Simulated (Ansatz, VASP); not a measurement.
**ScF5: VASP beside Ansatz**

File INCAR:

```
ALGO = Normal
EDIFF = 1E-6
ENCUT = 520
GGA = PE
ISIF = 2
ISMEAR = 0
ISPIN = 2
LASPH = T
LCHARG = T
LELF = T
LMAXMIX = 4
LORBIT = 11
LREAL = F
LVHAR = T
LWAVE = F
MAGMOM = 0 1 1 1 1 1
NBANDS = 36
NELM = 150
PREC = Accurate
SIGMA = 0.1
```

Contents of KPOINTS:

```
k-points
0
Gamma
  6 6 4
```

File POSCAR:

```
ScF5
1.0
    4.0403002200      0.0000000000      0.0000000000
   -2.0201501100      3.4990026300      0.0000000000
    0.0000000000      0.0000000000      6.6607651100
Sc F
1 5
Direct
    0.0000000000      0.0000000000      0.5000000000
    0.0000000000      0.0000000000      0.7260006100
    0.0000000000      0.0000000000      0.2739993900
    0.5000000000      0.0000000000      0.5000000000
    0.0000000000      0.5000000000      0.5000000000
    0.5000000000      0.5000000000      0.5000000000
```

Input for Ansatz:

```yaml
crystal:
  lattice:
    - [4.04030022, 0.0, 0.0]
    - [-2.02015011, 3.49900263, 0.0]
    - [0.0, 0.0, 6.66076511]
  atoms:
    - { symbol: Sc, position: [0.0, 0.0, 0.5] }
    - { symbol: F, position: [0.0, 0.0, 0.72600061], spin: 1.0 }
    - { symbol: F, position: [0.0, 0.0, 0.27399939], spin: 1.0 }
    - { symbol: F, position: [0.5, 0.0, 0.5], spin: 1.0 }
    - { symbol: F, position: [0.0, 0.5, 0.5], spin: 1.0 }
    - { symbol: F, position: [0.5, 0.5, 0.5], spin: 1.0 }
basis:
  ecutwfc: 420
kpoints:
  mp_grid: { grid: [6, 6, 4] }
hamiltonian:
  xc: pbe
scf:
  occupations: { method: gaussian, width: 0.1 }
  lower_state_search: "off"
output:
  forces: true
  stress: true
  eigenvalues: true
  populations: true
magnetization:
  spin_polarized: true
```

Alike in both runs: task single point; functional PBE; k mesh 6 × 6 × 4; occupations gaussian, width 0.1 eV; collinear spin.

|  | VASP | Ansatz |
| --- | --- | --- |
| version | VASP 6.6.1 | Ansatz 0.2.0 |
| potentials or method | VASP PAW PBE potentials, release 64 (Sc_sv, F), cutoff 520 eV | scalar-relativistic, plane waves, PAW |
| valence electrons in the cell | 46 | 46 |

Ansatz gave:

- gap on the k mesh at the Fermi level (eV): none
- rms of the force components (eV/Å): 6.766
- net moment per atom (μB): 0.33
- size of the moment on the site where the two differ most (μB): 0.07

**Question.** What did VASP give for the same quantities?

**Answer.** gap on the k mesh at the Fermi level (eV): none; rms of the force components (eV/Å): 7.154; net moment per atom (μB): 0.33; size of the moment on the site where the two differ most (μB): 0.14.

Site moments also hang on the region over which each program counts them. Atom by atom the forces differ by 0.388 eV/Å (rms over components). A gap of «none» marks a metal or a gap that the smearing closes.
